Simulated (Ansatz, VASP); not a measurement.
**Sr: VASP beside Ansatz**

```
CELL_PARAMETERS angstrom
4.28107 0.00000 0.00000
-2.14054 3.70752 0.00000
0.00000 0.00000 7.00268
ATOMIC_POSITIONS crystal
Sr 0.33333 0.66667 0.25000
Sr 0.66667 0.33333 0.75000
```

Change from the starting cell: volume scaled by 0.98.

Alike in both runs: task single point; functional PBE; k mesh 10 × 10 × 5; occupations fermi-dirac, width 0.08 eV; no spin polarisation.

```csv
,VASP,Ansatz
version,VASP 6.6.1,Ansatz 0.2.0
potentials or method,"VASP PAW PBE potentials, release 64 (Sr_sv), cutoff 520 eV","all-electron LAPW, scalar-relativistic"
```

```tsv
	VASP	Ansatz	Ansatz less VASP
pressure (GPa)	-0.1	-0.1	-0.01
traceless stress, the component that is largest in VASP (GPa)	0.09	0.09	+0.001
```

Ansatz ran all-electron here, and VASP with PAW potentials.
